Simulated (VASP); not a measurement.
# H2C18O: single point with PBE

H2C18O, a slab with vacuum:

```
CELL_PARAMETERS angstrom
7.39800 0.00000 0.00000
-3.69900 6.40686 0.00000
0.00000 0.00000 11.00000
ATOMIC_POSITIONS crystal
C 0.01166 0.00182 0.06546
C 0.23179 0.11198 0.06536
C 0.00934 0.33456 0.06556
C 0.23420 0.44694 0.06539
C 0.01089 0.67020 0.06539
C 0.23249 0.78097 0.06540
C 0.34251 0.00111 0.06537
C 0.56735 0.11353 0.06541
C 0.34419 0.33681 0.06533
C 0.56578 0.44765 0.06535
C 0.34492 0.66855 0.06538
C 0.56507 0.77856 0.06543
C 0.67741 0.00337 0.06554
C 0.89917 0.11425 0.06566
C 0.67822 0.33524 0.06537
C 0.89843 0.44538 0.06542
C 0.67590 0.66780 0.06540
C 0.90076 0.78021 0.06540
O 0.96798 0.23427 0.39535
H 0.87058 0.26652 0.43519
H 0.92347 0.21248 0.31093
```

| Quantity | Value |
| --- | --- |
| Program | VASP 6.6.1 |
| Task | single point |
| Functional | PBE |
| Potentials or basis | VASP PAW PBE potentials, release 64 (C, O, H) |
| Cutoff | 520 eV |
| k mesh | 2 × 2 × 1 |
| Occupations | gaussian, width 0.05 eV |
| Spin | no spin polarisation |

The largest force is 0.134 eV/Å and the band gap on the k mesh is 0.22 eV, direct.

Forces in eV/Å, atoms in the order of the input:
```
C   -0.019 -0.005  0.000
C    0.003  0.005  0.000
C    0.009  0.015  0.000
C   -0.011  0.002 -0.001
C   -0.006 -0.016  0.001
C    0.008 -0.010  0.000
C    0.007  0.007  0.002
C   -0.010 -0.007  0.000
C    0.009 -0.007  0.000
C    0.009 -0.008  0.000
C   -0.014  0.006  0.001
C   -0.005  0.011 -0.001
C    0.008 -0.015 -0.001
C    0.017 -0.017  0.000
C   -0.012  0.015  0.001
C    0.003  0.025  0.000
C    0.020  0.011 -0.002
C   -0.016 -0.010  0.001
O    0.070 -0.013  0.005
H   -0.089  0.030  0.096
H    0.019 -0.019 -0.102
```

Levels at points of the mesh, in eV from the valence-band top:
```csv
k point,band 37,band 38,band 39,band 40,band 41,band 42,band 43,band 44
"(0.00, 0.00, 0.00)",-2.94,-2.59,-0.01,0.00,0.22,0.22,3.01,4.43
"(0.50, 0.00, 0.00)",-2.54,-2.52,-2.50,-2.25,1.79,2.58,2.60,2.65
"(0.00, 0.50, 0.00)",-2.56,-2.53,-2.49,-2.25,1.78,2.58,2.59,2.65
"(0.50, 0.50, 0.00)",-2.56,-2.51,-2.49,-2.25,1.79,2.58,2.60,2.64
```

Wall time 2.9 min on 1 thread of AMD EPYC 7R13 Processor (Zen 3), with other jobs on the host, peak memory 0.56 GiB.

Caveat: the k points lie up to 0.49 Å⁻¹ apart.
